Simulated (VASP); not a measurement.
# GaP (zincblende type) (F-43m) in VASP: single point with PBE

Aim: the single point of GaP (zincblende type) with PBE.

All numbers are computed with VASP 6.6.1; they aren't measurements. Logs are shortened: lines on timing, memory, paths and dates and some standing lists are left out, and cuts for length are marked.

### Step 1. The cell of the first run

Symmetry: F-43m, No. 216, cubic system. The conventional cell has a = 5.506 Å, b = 5.506 Å, c = 5.506 Å, α = 90.00°, β = 90.00°, γ = 90.00°. Ga (site symmetry -43m) has 4 P at 2.38 Å within 3.1 Å. P (site symmetry -43m) has 4 Ga at 2.38 Å within 3.1 Å.

### Step 2. Single point, PBE

INCAR

```
ALGO = Normal
EDIFF = 1E-6
ENCUT = 500
GGA = PE
GGA_COMPAT = False
ISIF = 2
ISMEAR = -1
LASPH = True
LCHARG = False
LREAL = False
LWAVE = False
NBANDS = 16
NELM = 120
PREC = Accurate
SIGMA = 0.02
```

KPOINTS

```
k-points
0
Gamma
  11 11 11
```

POSCAR

```
GaP
1.0
    0.0000000000      2.7529909720      2.7529909720
    2.7529909720      0.0000000000      2.7529909720
    2.7529909720      2.7529909720      0.0000000000
Ga P
1 1
Direct
    0.0000000000      0.0000000000      0.0000000000
    0.2500000000      0.2500000000      0.2500000000
```

Potentials or basis: VASP PAW PBE potentials, release 64 (Ga_d, P).

Launch:

```sh
$ cat potpaw_PBE.64/Ga_d/POTCAR potpaw_PBE.64/P/POTCAR > POTCAR
$ mpirun -np 1 vasp_std > vasp.out
```

OUTCAR:

```text
EDIFF = 1E-6
   ENCUT = 500
   GGA = PE
   ISIF = 2
   ISMEAR = -1
   LASPH = True
   LREAL = False
   NELM = 120
   PREC = Accurate

 ion  position               nearest neighbor table
   1  0.000  0.000  0.000-   2 2.38   2 2.38   2 2.38   2 2.38
   2  0.250  0.250  0.250-   1 2.38   1 2.38   1 2.38   1 2.38

  LATTYP: Found a face centered cubic cell.
 ALAT       =     5.5059819440

  Lattice vectors:

 A1 = (   0.0000000000,   2.7529909720,   2.7529909720)
 A2 = (   2.7529909720,   0.0000000000,   2.7529909720)
 A3 = (   2.7529909720,   2.7529909720,   0.0000000000)

Analysis of symmetry for initial positions (statically):
=====================================================================
 Subroutine PRICEL returns:
 Original cell was already a primitive cell.

 Routine SETGRP: Setting up the symmetry group for a
 face centered cubic supercell.

 Subroutine GETGRP returns: Found 24 space group operations
 (whereof 24 operations were pure point group operations)
 out of a pool of 48 trial point group operations.

The static configuration has the point symmetry T_d .

Analysis of symmetry for dynamics (positions and initial velocities):
=====================================================================
 Subroutine PRICEL returns:
 Original cell was already a primitive cell.

 Routine SETGRP: Setting up the symmetry group for a
 face centered cubic supercell.

 Subroutine GETGRP returns: Found 24 space group operations
 (whereof 24 operations were pure point group operations)
 out of a pool of 48 trial point group operations.

The dynamic configuration has the point symmetry T_d .

 Subroutine INISYM returns: Found 24 space group operations
 (whereof 24 operations are pure point group operations),
 and found     1 'primitive' translations

----------------------------------------------------------------------------------------

                                     Primitive cell

  volume of cell :      41.7296

  direct lattice vectors                    reciprocal lattice vectors
     0.000000000  2.752990972  2.752990972    -0.181620646  0.181620646  0.181620646
     2.752990972  0.000000000  2.752990972     0.181620646 -0.181620646  0.181620646
     2.752990972  2.752990972  0.000000000     0.181620646  0.181620646 -0.181620646

  length of vectors
[... 72 lines left out ...]
 SYSTEM =  unknown system
   PREC   = accura    normal or accurate (medium, high low for compatibility)
   ISTART =      0    job   : 0-new  1-cont  2-samecut
   ICHARG =      2    charge: 1-file 2-atom 10-const
   ISPIN  =      1    spin polarized calculation?
   LNONCOLLINEAR =      F non collinear calculations
   LSORBIT =      F    spin-orbit coupling
   LASPH  =      T    aspherical Exc in radial PAW
   ENCUT  =  500.0 eV  36.75 Ry    6.06 a.u.   7.10  7.10  7.10*2*pi/ulx,y,z
   NELM   =    120;   NELMIN=  2; NELMDL= -5     # of ELM steps
   EDIFF  = 0.1E-05   stopping-criterion for ELM
   LREAL  =      F    real-space projection
   EDIFFG = 0.1E-04   stopping-criterion for IOM
   NSW    =      0    number of steps for IOM
   IBRION =     -1    ionic relax: 0-MD 1-quasi-New 2-CG
   NFREE  =      0    steps in history (QN), initial steepest desc. (CG)
   ISIF   =      2    stress and relaxation
   ISYM   =      2    0-nonsym 1-usesym 2-fastsym
   POTIM  = 0.5000    time-step for ionic-motion
   TEBEG  =    0.0;   TEEND  =   0.0 temperature during run
   PSTRESS=    0.0 pullay stress
   NELECT =      18.0000    total number of electrons
   NUPDOWN=      -1.0000    fix difference up-down
   EMIN   =  10.00;   EMAX   =-10.00  energy-range for DOS
   EFERMI =   0.00;   METHOD = LEGACY
   ISMEAR =    -1;   SIGMA  =   0.02  broadening in eV -4-tet -1-fermi 0-gaus
   EFERMI_NEDOS =   21; number of points for ismear=-14 and -15
   IALGO  =     38    algorithm
   IMIX   =      4    mixing-type and parameters
     AMIX     =   0.40;   BMIX     =  1.00
     AMIX_MAG =   1.60;   BMIX_MAG =  1.00
  volume/ion in A,a.u.               =      20.86       140.80
  Fermi-wavevector in a.u.,A,eV,Ry     =   1.236946  2.337490 20.817409  1.530036
  Thomas-Fermi vector in A             =   2.371534
   LORBIT       =      0    0 simple, 1 ext, 2 COOP (PROOUT), +10 PAW based schemes
   GGA     = PE    functional components
   LHFCALC =     F    Hartree Fock is set to
   AEXX    =    0.0000 exact exchange contribution
   IVDW    =     0    specifies the selected vdW correction
   LEPSILON=     F    determine dielectric tensor
   LRPA    =     F    only Hartree local field effects (RPA)
 non-spin polarized calculation
  energy-cutoff  :      500.00
  volume of cell :       41.73
 maximum number of plane-waves:      1069
   NGX = 15   NGY = 15   NGZ = 15

 number of electron      18.0000009 magnetization

 Free energy of the ion-electron system (eV)
  ---------------------------------------------------
  ext. energy  EPLUGINS =         0.00000000
  ---------------------------------------------------
  free energy    TOTEN  =        -9.12773427 eV

  energy without entropy =       -9.12773427  energy(sigma->0) =       -9.12773427

 E-fermi :   4.7192     XC(G=0):  -9.6959

 val. band max:        4.3456665522   @ k =   0.0000   0.0000   0.0000
 cond. band min:       5.9220351569   @ k =   0.0000   0.0000   0.0000
 fundamental gap:      1.5763686047
 Fermi energy:         4.7192405210

 k-point     1 :       0.0000    0.0000    0.0000
  band No.  band energies     occupation
      1     -10.1555      2.00000
      2     -10.1555      2.00000
      3     -10.1555      2.00000
      4     -10.0647      2.00000
      5     -10.0647      2.00000
      6      -7.9215      2.00000
[... 433 lines left out ...]
      3     -10.1351      2.00000
      4     -10.0679      2.00000
      5     -10.0608      2.00000
      6      -6.8877      2.00000
[... 8 lines left out ...]
     15      14.9255      0.00000
     16      16.0476      0.00000

 [... further k-points ...]
[... 5 lines left out ...]
  --------------------------------------------------------------------------------------
  -------------------------------------------------------------------------------------
  Total       -0.0174803     -0.0174803     -0.0174803      0.0000000      0.0000000      0.0000000
  in kB       -0.6711422     -0.6711422     -0.6711422      0.0000000      0.0000000      0.0000000
  external PRESSURE =      -0.6711422 kB  Pullay stress =       0.0000000 kB

 VOLUME and BASIS-vectors are now :
 -----------------------------------------------------------------------------
  energy-cutoff  :      500.00
  volume of cell :       41.73
      direct lattice vectors                 reciprocal lattice vectors
     0.000000000  2.752990972  2.752990972    -0.181620646  0.181620646  0.181620646
     2.752990972  0.000000000  2.752990972     0.181620646 -0.181620646  0.181620646
     2.752990972  2.752990972  0.000000000     0.181620646  0.181620646 -0.181620646

 POSITION                                       TOTAL-FORCE (eV/Angst)
 -----------------------------------------------------------------------------------
      0.00000      0.00000      0.00000         0.000000     -0.000000      0.000000
      1.37650      1.37650      1.37650        -0.000000      0.000000     -0.000000
 -----------------------------------------------------------------------------------
    total drift:                                0.000001      0.000001      0.000001

  FREE ENERGIE OF THE ION-ELECTRON SYSTEM (eV)
  ---------------------------------------------------
  free  energy   TOTEN  =        -9.1277342655 eV

  energy  without entropy=       -9.1277342655  energy(sigma->0) =       -9.12773427
```

OSZICAR:

```text
N       E                     dE             d eps       ncg     rms          rms(c)
DAV:   1     0.792115669819E+02    0.79212E+02   -0.88010E+03  1832   0.158E+03
DAV:   2    -0.329721447078E+01   -0.82509E+02   -0.78393E+02  2096   0.301E+02
DAV:   3    -0.928564769790E+01   -0.59884E+01   -0.59704E+01  2192   0.640E+01
DAV:   4    -0.938571291962E+01   -0.10007E+00   -0.10004E+00  2304   0.896E+00
DAV:   5    -0.938766998840E+01   -0.19571E-02   -0.19570E-02  2256   0.109E+00    0.411E+00
DAV:   6    -0.915148886150E+01    0.23618E+00   -0.37607E-01  2800   0.101E+01    0.270E+00
DAV:   7    -0.912684985028E+01    0.24639E-01   -0.89345E-02  2392   0.196E+00    0.109E+00
DAV:   8    -0.912718122113E+01   -0.33137E-03   -0.12882E-02  2136   0.136E+00    0.175E-01
DAV:   9    -0.912758470929E+01   -0.40349E-03   -0.13045E-03  2248   0.505E-01    0.822E-02
DAV:  10    -0.912766091918E+01   -0.76210E-04   -0.11227E-04  2816   0.109E-01    0.413E-02
DAV:  11    -0.912773464619E+01   -0.73727E-04   -0.10189E-04  2048   0.830E-02    0.509E-03
DAV:  12    -0.912773426555E+01    0.38064E-06   -0.28796E-06  2224   0.217E-02
   1 F= -.91277343E+01 E0= -.91277343E+01  d E =-.140255E-10
```

stdout:

```text
POSCAR found type information on POSCAR GaP
 POSCAR found :  2 types and       2 ions
 scaLAPACK will be used
 LDA part: xc-table for (Slater+PW92), standard interpolation
 POSCAR, INCAR and KPOINTS ok, starting setup
 FFT: planning ... GRIDC
 FFT: planning ... GRID_SOFT
 FFT: planning ... GRID
 WAVECAR not read
 entering main loop
```

Run time: 22 s. Hardware: 1 thread of Intel Xeon Platinum 8375C at 2.90GHz (Ice Lake), shared host; peak memory 0.17 GiB.

What came out:

```
Free energy            : -9.1277 eV
Pressure               : -0.1 GPa
Band gap on the k mesh : 1.58 eV, direct
```
